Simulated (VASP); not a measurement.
RbHg:

```
Rb Hg
1.0
     3.67243    0.00000    0.00000
    -1.83621    3.18041    0.00000
     0.00000    0.00000    5.83718
Rb Hg
1 1
Direct
  0.66667 0.33333 0.50000
  0.33333 0.66667 0.00000
```

The cell was built from a structure type or drawn by symmetry, and may not be a known phase.

* Program: VASP 6.6.1
* Task: relaxation of cell and atoms
* Functional: PBE
* Potentials or basis: VASP PAW PBE potentials, release 64 (Rb_sv, Hg)
* Cutoff: 600 eV
* k mesh: 18 × 18 × 10
* Occupations: gaussian, width 0.1 eV
* Spin: no spin polarisation

At the start: pressure 3.7 GPa; volume 34.09 Å³/atom.

Q: Where does the relaxation end?

A: Over 15 steps the energy falls by 195.6 meV/atom and the volume is 50.92 Å³/atom (+49.4 %); space group P-6m2 (No. 187, to 0.1 Å) before and after.

Step by step:
```tsv
step	energy change (eV)	largest force (eV/Å)	pressure (GPa)	volume (Å³)
1	0.0000	0.0000	3.72	68.18
2	-0.1609	0.0000	1.85	76.26
3	-0.2760	0.0000	0.31	89.85
4	-0.2557	0.0000	-0.71	121.35
5	-0.2946	0.0000	-0.37	104.23
6	-0.2958	0.0000	-0.30	101.89
7	-0.3223	0.0000	-0.27	101.36
8	-0.3685	0.0000	-0.07	99.52
9	-0.3659	0.0000	0.81	93.42
10	-0.3854	0.0000	0.31	96.59
11	-0.3906	0.0000	0.05	100.60
12	-0.3910	0.0000	-0.03	102.00
13	-0.3910	0.0000	-0.02	101.89
14	-0.3911	0.0000	-0.01	101.88
15	-0.3911	0.0000	0.00	101.84
```

Final structure:
```
Rb Hg
1.0
     4.84468    0.00000    0.00000
    -2.42234    4.19561    0.00000
     0.00000    0.00000    5.01044
Rb Hg
1 1
Direct
  0.66667 0.33333 0.50000
  0.33333 0.66667 0.00000
```

Caveat: the volume moved by over 15 % at a fixed basis, so the end points are rough.
